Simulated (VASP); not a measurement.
The system is Sn3GeO.

```
Sn Ge O
1.0
     3.27782    1.89245    2.67633
    -3.27782    1.89245    2.67633
     0.00000   -3.78490    2.67633
Sn Ge O
3 1 1
Cartesian
  -1.1784 2.6201 3.8459
  -1.6799 -2.3306 3.8459
  2.8583 -0.2895 3.8459
  0.0000 0.0000 0.2561
  0.0000 0.0000 4.0145
```

* Program: VASP 6.6.1
* Task: relaxation of cell and atoms
* Functional: PBE
* Potentials or basis: VASP PAW PBE potentials, release 64 (Sn_d, Ge_d, O)
* Cutoff: 600 eV
* k mesh: 4 × 4 × 4
* Occupations: gaussian, width 0.1 eV
* Spin: no spin polarisation

At the start: pressure 32.0 GPa; volume 19.92 Å³/atom.

Q: Where does the relaxation end?

A: Over 31 steps the energy falls by 1477.8 meV/atom and the volume is 23.70 Å³/atom (+18.9 %); space group R3 (No. 146, to 0.05 Å).

Step by step:
| step | energy change (eV) | largest force (eV/Å) | pressure (GPa) | volume (Å³) |
| --- | --- | --- | --- | --- |
| 1 | 0.0000 | 4.0726 | 31.96 | 99.61 |
| 2 | -3.0221 | 0.9860 | -5.07 | 168.53 |
| 3 | -3.4941 | 1.2872 | -0.04 | 140.60 |
| 4 | -3.4959 | 1.2736 | -0.49 | 142.23 |
| 5 | -3.7353 | 1.1651 | -1.00 | 142.39 |
| 6 | -4.3408 | 1.1998 | -2.14 | 142.83 |
| 7 | -4.9521 | 2.3085 | -2.90 | 143.47 |
| 8 | -5.1240 | 2.3111 | -2.89 | 141.93 |
| 9 | -5.6294 | 2.2486 | -2.81 | 137.37 |
| 10 | -6.5063 | 1.7728 | -2.12 | 128.50 |
| 11 | -6.9121 | 0.5673 | 4.13 | 111.71 |
| 12 | -7.0214 | 0.5761 | 0.81 | 117.73 |
| 13 | -7.0279 | 0.4154 | 1.28 | 116.60 |
| 14 | -7.1074 | 0.1995 | 0.24 | 118.35 |
| 15 | -7.1737 | 0.2524 | -2.01 | 123.19 |
| 16 | -7.2364 | 0.3490 | -0.54 | 119.80 |
| 17 | -7.2446 | 0.4023 | 0.18 | 118.34 |
| 18 | -7.2712 | 0.2702 | -0.13 | 118.43 |
| 19 | -7.2919 | 0.3504 | -0.56 | 118.56 |
| 20 | -7.3049 | 0.3104 | 0.43 | 116.52 |
| 21 | -7.3058 | 0.2965 | 0.79 | 115.82 |
| 22 | -7.3168 | 0.2867 | 0.72 | 116.02 |
| 23 | -7.3421 | 0.2457 | 0.49 | 116.61 |
| 24 | -7.3510 | 0.3941 | -0.06 | 117.81 |
| 25 | -7.3548 | 0.2943 | 0.15 | 117.37 |
| 26 | -7.3742 | 0.1473 | -0.04 | 118.28 |
| 27 | -7.3811 | 0.0558 | -0.17 | 119.23 |
| 28 | -7.3861 | 0.0582 | 0.05 | 118.62 |
| 29 | -7.3880 | 0.0613 | 0.30 | 117.93 |
| 30 | -7.3866 | 0.0792 | -0.52 | 119.31 |
| 31 | -7.3890 | 0.0329 | -0.02 | 118.48 |

Final structure:
```xyz
5
Lattice="3.5086 2.0257 2.7782 -3.5086 2.0257 2.7782 0.0000 -4.0514 2.7782" Properties=species:S:1:pos:R:3 pbc="T T T"
Sn   -0.1809    2.0894    3.7967
Sn   -1.7190   -1.2013    3.7967
Sn    1.8999   -0.8880    3.7967
Ge    0.0000    0.0000    0.6235
O     0.0000    0.0000    4.3963
```

Caveat: the volume moved by over 15 % at a fixed basis, so the end points are rough.
